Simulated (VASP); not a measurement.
# Pt (P6_3/mmc) in VASP: further runs

Runs on Pt. Level: PBE. Tasks: single point.

Program: VASP 6.6.1. These are calculated values, not measurements. Logs are shortened: lines on timing, memory, paths and dates and some standing lists are left out, and cuts for length are marked.

## (1) The cell of the first run

It takes space group P6_3/mmc (No. 194, hexagonal). The conventional cell has a = 2.903 Å, b = 2.903 Å, c = 4.781 Å, α = 90.00°, β = 90.00°, γ = 120.00°. Pt (site symmetry -6m2) has 12 Pt at 2.90 to 2.92 Å within 3.8 Å.

## (2) Single point, PBE

Input file INCAR:

```
PREC = Accurate
ENCUT = 520
EDIFF = 1E-6
ISMEAR = 0
SIGMA = 0.15
LREAL = False
LASPH = True
NELM = 80
ALGO = Fast
ISIF = 2
LWAVE = False
LCHARG = True
GGA = PE
LELF = True
LVHAR = True
NBANDS = 17
```

Input file KPOINTS:

```
regular mesh
0
Gamma
  18 18 10
```

Input file POSCAR:

```
Pt
1.0
    2.9034000000      0.0000000000      0.0000000000
   -1.4517000000      2.5144181573      0.0000000000
    0.0000000000      0.0000000000      4.7813829983
Pt
2
Direct
    0.6666666667      0.3333333333      0.7500000000
    0.3333333333      0.6666666667      0.2500000000
```

Potentials or basis: VASP PAW PBE potentials, release 64 (Pt).

Command:

```bash
> cat potpaw_PBE.64/Pt/POTCAR > POTCAR
> mpirun -np 1 vasp_std > vasp.out
```

OUTCAR:

```text
PREC = Accurate
   ENCUT = 520
   EDIFF = 1E-6
   ISMEAR = 0
   LREAL = False
   LASPH = True
   NELM = 80
   ISIF = 2
   GGA = PE

 ion  position               nearest neighbor table
   1  0.667  0.333  0.750-   2 2.92   2 2.92   2 2.92   2 2.92   2 2.92   2 2.92
   2  0.333  0.667  0.250-   1 2.92   1 2.92   1 2.92   1 2.92   1 2.92   1 2.92

  LATTYP: Found a hexagonal cell.
 ALAT       =     2.9034000000
 C/A-ratio  =     1.6468220012

  Lattice vectors:

 A1 = (   2.9034000000,   0.0000000000,   0.0000000000)
 A2 = (  -1.4517000000,   2.5144181573,   0.0000000000)
 A3 = (   0.0000000000,   0.0000000000,   4.7813829983)

Analysis of symmetry for initial positions (statically):
=====================================================================
 Subroutine PRICEL returns:
 Original cell was already a primitive cell.

 Routine SETGRP: Setting up the symmetry group for a
 hexagonal supercell.

 Subroutine GETGRP returns: Found 24 space group operations
 (whereof 12 operations were pure point group operations)
 out of a pool of 24 trial point group operations.

The static configuration has the point symmetry D_3d.
 The point group associated with its full space group is D_6h.

Analysis of symmetry for dynamics (positions and initial velocities):
=====================================================================
 Subroutine PRICEL returns:
 Original cell was already a primitive cell.

 Routine SETGRP: Setting up the symmetry group for a
 hexagonal supercell.

 Subroutine GETGRP returns: Found 24 space group operations
 (whereof 12 operations were pure point group operations)
 out of a pool of 24 trial point group operations.

The dynamic configuration has the point symmetry D_3d.
 The point group associated with its full space group is D_6h.

 Subroutine INISYM returns: Found 24 space group operations
 (whereof 12 operations are pure point group operations),
 and found     1 'primitive' translations

----------------------------------------------------------------------------------------

                                     Primitive cell

  volume of cell :      34.9058

  direct lattice vectors                    reciprocal lattice vectors
     2.903400000  0.000000000  0.000000000     0.344423779  0.198853162  0.000000000
[... 77 lines left out ...]
   PREC   = accura    normal or accurate (medium, high low for compatibility)
   ISTART =      0    job   : 0-new  1-cont  2-samecut
   ICHARG =      2    charge: 1-file 2-atom 10-const
   ISPIN  =      1    spin polarized calculation?
   LNONCOLLINEAR =      F non collinear calculations
   LSORBIT =      F    spin-orbit coupling
   LASPH  =      T    aspherical Exc in radial PAW
   ENCUT  =  520.0 eV  38.22 Ry    6.18 a.u.   5.40  5.40  8.89*2*pi/ulx,y,z
   NELM   =     80;   NELMIN=  2; NELMDL= -5     # of ELM steps
   EDIFF  = 0.1E-05   stopping-criterion for ELM
   LREAL  =      F    real-space projection
   EDIFFG = 0.1E-04   stopping-criterion for IOM
   NSW    =      0    number of steps for IOM
   IBRION =     -1    ionic relax: 0-MD 1-quasi-New 2-CG
   NFREE  =      0    steps in history (QN), initial steepest desc. (CG)
   ISIF   =      2    stress and relaxation
   ISYM   =      2    0-nonsym 1-usesym 2-fastsym
   POTIM  = 0.5000    time-step for ionic-motion
   TEBEG  =    0.0;   TEEND  =   0.0 temperature during run
   PSTRESS=    0.0 pullay stress
   NELECT =      20.0000    total number of electrons
   NUPDOWN=      -1.0000    fix difference up-down
   EMIN   =  10.00;   EMAX   =-10.00  energy-range for DOS
   EFERMI =   0.00;   METHOD = LEGACY
   ISMEAR =     0;   SIGMA  =   0.15  broadening in eV -4-tet -1-fermi 0-gaus
   EFERMI_NEDOS =   21; number of points for ismear=-14 and -15
   IALGO  =     68    algorithm
   IMIX   =      4    mixing-type and parameters
     AMIX     =   0.40;   BMIX     =  1.00
     AMIX_MAG =   1.60;   BMIX_MAG =  1.00
  volume/ion in A,a.u.               =      17.45       117.78
  Fermi-wavevector in a.u.,A,eV,Ry     =   1.359728  2.569514 25.155288  1.848862
  Thomas-Fermi vector in A             =   2.486451
   LORBIT       =      0    0 simple, 1 ext, 2 COOP (PROOUT), +10 PAW based schemes
   GGA     = PE    functional components
   LHFCALC =     F    Hartree Fock is set to
   AEXX    =    0.0000 exact exchange contribution
   IVDW    =     0    specifies the selected vdW correction
   LEPSILON=     F    determine dielectric tensor
   LRPA    =     F    only Hartree local field effects (RPA)
 non-spin polarized calculation
 RMM-DIIS sequential band-by-band and
 Gauss-broadening in eV      SIGMA  =   0.15
  energy-cutoff  :      520.00
  volume of cell :       34.91
 maximum number of plane-waves:       966
 NGX is ok and might be reduce to    24
   NGX = 11   NGY = 11   NGZ = 17

 number of electron      20.0000004 magnetization

 Free energy of the ion-electron system (eV)
  ---------------------------------------------------
  ext. energy  EPLUGINS =         0.00000000
  ---------------------------------------------------
  free energy    TOTEN  =       -11.84646551 eV

  energy without entropy =      -11.78625418  energy(sigma->0) =      -11.81635985

 E-fermi :   8.6634     XC(G=0): -12.6247

 val. band max:        8.6627516822   @ k =   0.2778  -0.0000   0.5000
 cond. band min:       8.6644002229   @ k =   0.4444  -0.0000   0.3000
 fundamental gap:      0.0016485408
 Fermi energy:         8.6633916191

 k-point     1 :       0.0000    0.0000    0.0000
  band No.  band energies     occupation
      1      -0.0036      2.00000
      2       2.7215      2.00000
      3       5.6419      2.00000
      4       5.7981      2.00000
      5       5.7981      2.00000
      6       6.1746      2.00000
[... 457 lines left out ...]
      4       5.6504      2.00000
      5       5.8627      2.00000
      6       6.0218      2.00000
[... 9 lines left out ...]
     16      19.9751      0.00000
     17      22.1747      0.00000

 [... further k-points ...]
[... 5 lines left out ...]
  --------------------------------------------------------------------------------------
  -------------------------------------------------------------------------------------
  Total       -4.5520649     -4.5520649     -3.3985968      0.0000000      0.0000000      0.0000000
  in kB     -208.9397731   -208.9397731   -155.9955908      0.0000000      0.0000000      0.0000000
  external PRESSURE =    -191.2917124 kB  Pullay stress =       0.0000000 kB

 VOLUME and BASIS-vectors are now :
 -----------------------------------------------------------------------------
  energy-cutoff  :      520.00
  volume of cell :       34.91
      direct lattice vectors                 reciprocal lattice vectors
     2.903400000  0.000000000  0.000000000     0.344423779  0.198853162  0.000000000
    -1.451700000  2.514418157  0.000000000     0.000000000  0.397706323  0.000000000
     0.000000000  0.000000000  4.781382998     0.000000000  0.000000000  0.209144509

 POSITION                                       TOTAL-FORCE (eV/Angst)
 -----------------------------------------------------------------------------------
      1.45170      0.83814      3.58604        -0.000000      0.000000      0.000000
     -0.00000      1.67628      1.19535         0.000000     -0.000000      0.000000
 -----------------------------------------------------------------------------------
    total drift:                               -0.000000      0.000000     -0.000000

  FREE ENERGIE OF THE ION-ELECTRON SYSTEM (eV)
  ---------------------------------------------------
  free  energy   TOTEN  =       -11.8464655148 eV

  energy  without entropy=      -11.7862541794  energy(sigma->0) =      -11.81635985
```

OSZICAR:

```text
N       E                     dE             d eps       ncg     rms          rms(c)
DAV:   1     0.981135248225E+02    0.98114E+02   -0.10264E+04  7548   0.111E+03
DAV:   2    -0.107189401440E+02   -0.10883E+03   -0.10327E+03  8165   0.235E+02
DAV:   3    -0.125799200410E+02   -0.18610E+01   -0.18238E+01  9256   0.302E+01
DAV:   4    -0.125898572299E+02   -0.99372E-02   -0.99349E-02  9037   0.233E+00
DAV:   5    -0.125899632581E+02   -0.10603E-03   -0.10603E-03  9293   0.254E-01    0.121E+01
RMM:   6    -0.118904535859E+02    0.69951E+00   -0.11980E+00  7575   0.804E+00    0.652E+00
RMM:   7    -0.118510098577E+02    0.39444E-01   -0.16321E-01  7815   0.300E+00    0.301E+00
RMM:   8    -0.118473596803E+02    0.36502E-02   -0.24301E-02  7854   0.112E+00    0.865E-01
RMM:   9    -0.118464314638E+02    0.92822E-03   -0.25194E-03  8262   0.364E-01    0.404E-02
RMM:  10    -0.118464664955E+02   -0.35032E-04   -0.31192E-04  8391   0.112E-01    0.646E-02
RMM:  11    -0.118464637783E+02    0.27172E-05   -0.48261E-05  8430   0.519E-02    0.188E-02
RMM:  12    -0.118464653314E+02   -0.15531E-05   -0.65529E-06  7993   0.180E-02    0.565E-03
RMM:  13    -0.118464655148E+02   -0.18345E-06   -0.13955E-06  5574   0.757E-03
   1 F= -.11846466E+02 E0= -.11816360E+02  d E =-.602113E-01
```

stdout:

```text
POSCAR found type information on POSCAR Pt
 POSCAR found :  1 types and       2 ions
 scaLAPACK will be used
 LDA part: xc-table for (Slater+PW92), standard interpolation
 POSCAR, INCAR and KPOINTS ok, starting setup
 FFT: planning ... GRIDC
 FFT: planning ... GRID_SOFT
 FFT: planning ... GRID
 WAVECAR not read
 entering main loop
```

Run time: 37 s. Hardware: 1 thread of Intel Xeon 6975P-C (Granite Rapids), shared host; peak memory 0.23 GiB.

What came out:

- Free energy: -11.8465 eV
- Pressure: -19.1 GPa
- Band gap on the k mesh: zero (band 10 reaches 8.92 eV, above the bottom of band 11 at 7.93 eV)

Levels at points of the mesh, in eV from the Fermi level:
```tsv
k point	band 6	band 7	band 8	band 9	band 10	band 11	band 12	band 13	band 14	band 15
(0.00, 0.00, 0.00)	-2.49	-2.49	-1.83	-1.83	-0.22	-0.22	0.06	4.69	14.94	16.49
(0.50, 0.00, 0.00)	-2.33	-2.30	0.03	0.11	0.26	1.98	3.16	7.06	8.69	8.84
(0.00, 0.00, 0.50)	-2.93	-2.93	-2.93	-0.73	-0.73	-0.73	-0.73	12.31	12.31	15.28
(0.50, 0.00, 0.50)	-1.67	-0.65	-0.65	0.16	0.16	1.74	1.74	5.57	5.57	14.37
```

Caveat: spin-orbit coupling is left out, which moves the levels of the heavy elements.

## (3) Single point, PBE

This run uses another cell than the first one, of 17.51 Å³/atom, 1.003 times its volume.

Input file INCAR:

```
  ALGO = Normal
  EDIFF = 1E-7
  ENCUT = 520
  GGA = PE
  ISIF = 2
  ISMEAR = 0
  LASPH = True
  LCHARG = False
  LREAL = False
  LWAVE = False
  NBANDS = 17
  NELM = 100
  PREC = Accurate
  SIGMA = 0.15
```

Input file KPOINTS:

```
k-points
0
Gamma
  18 18 10
```

Input file POSCAR:

```
Pt
1.0
    2.8551000000      0.0000000000      0.0000000000
   -1.4275500000      2.4725891303      0.0000000000
    0.0000000000      0.0000000000      4.9607000000
Pt
2
Direct
    0.6666666667      0.3333333333      0.7500000000
    0.3333333333      0.6666666667      0.2500000000
```

Potentials or basis: VASP PAW PBE potentials, release 64 (Pt).

Command:

```bash
> cat potpaw_PBE.64/Pt/POTCAR > POTCAR
> mpirun -np 1 vasp_std > vasp.out
```

It took 39 s on 1 thread of Intel Xeon 6975P-C (Granite Rapids), shared host; peak memory 0.24 GiB.

The run converged. Its results:

```
Free energy            : -11.8625 eV
Pressure               : -19.4 GPa
Band gap on the k mesh : zero (band 10 reaches 8.99 eV, above the bottom of band 11 at 7.92 eV)
```

Stress tensor (GPa, compression positive):
```
-20.01   0.00   0.00
  0.00 -20.01   0.00
  0.00   0.00 -18.15
```

Levels at points of the mesh, in eV from the Fermi level:
| k point | band 6 | band 7 | band 8 | band 9 | band 10 | band 11 | band 12 | band 13 | band 14 | band 15 |
| --- | --- | --- | --- | --- | --- | --- | --- | --- | --- | --- |
| (0.00, 0.00, 0.00) | -2.58 | -2.58 | -1.50 | -1.50 | -0.26 | -0.19 | -0.19 | 4.05 | 15.24 | 15.63 |
| (0.50, 0.00, 0.00) | -2.45 | -2.09 | -0.02 | 0.23 | 0.39 | 2.11 | 3.41 | 6.80 | 8.38 | 8.61 |
| (0.00, 0.00, 0.50) | -2.88 | -2.88 | -2.88 | -0.67 | -0.67 | -0.67 | -0.67 | 11.16 | 11.16 | 15.56 |
| (0.50, 0.00, 0.50) | -1.49 | -0.63 | -0.63 | 0.32 | 0.32 | 1.78 | 1.78 | 5.74 | 5.74 | 13.65 |

Caveat: spin-orbit coupling is left out, which moves the levels of the heavy elements.

## (4) Single point, PBE

This run uses another cell than the first one, of 17.59 Å³/atom, 1.008 times its volume.

Input file INCAR:

```
SYSTEM = Pt
PREC = Accurate
ENCUT = 520
EDIFF = 1E-7
ISMEAR = 0
SIGMA = 0.15
LREAL = .False.
LASPH = .True.
NELM = 60
ALGO = Normal
ISIF = 2
LWAVE = .False.
LCHARG = .True.
GGA = PE
LELF = .True.
LVHAR = .True.
NBANDS = 17
```

Input file KPOINTS:

```
regular mesh
0
Gamma
  18 18 10
  0 0 0
```

Input file POSCAR:

```
Pt
1.0
    2.9516000000      0.0000000000      0.0000000000
   -1.4758000000      2.5561605818      0.0000000000
    0.0000000000      0.0000000000      4.6618000000
Pt
2
Direct
    0.6666666667      0.3333333333      0.7500000000
    0.3333333333      0.6666666667      0.2500000000
```

Command:

```bash
> cat potpaw_PBE.64/Pt/POTCAR > POTCAR
> mpirun -np 1 vasp_std > vasp.out
```

It took 36 s on 1 thread of Intel Xeon 6975P-C (Granite Rapids), shared host; peak memory 0.23 GiB.

The run converged. Its results:

- Free energy: -11.7808 eV
- Pressure: -19.6 GPa
- Band gap on the k mesh: zero (band 10 reaches 8.76 eV, above the bottom of band 11 at 7.82 eV)

Stress tensor (GPa, compression positive):
```
-21.36   0.00   0.00
  0.00 -21.36   0.00
  0.00   0.00 -16.03
```

Levels at points of the mesh, in eV from the Fermi level:
```
           k point  band 7  band 8  band 9  band 10  band 11  band 12  band 13  band 14
(0.00, 0.00, 0.00)   -2.38   -2.06   -2.06    -0.24    -0.24     0.38     5.14    14.72
(0.50, 0.00, 0.00)   -2.16   -0.13    0.15     0.20     1.84     2.92     7.31     8.90
(0.00, 0.00, 0.50)   -2.96   -2.96   -0.73    -0.73    -0.73    -0.73    13.10    13.10
(0.50, 0.00, 0.50)   -0.67   -0.67    0.05     0.05     1.70     1.70     5.43     5.43
```

Caveat: spin-orbit coupling is left out, which moves the levels of the heavy elements.

(Part 1 of 2 ends here.)
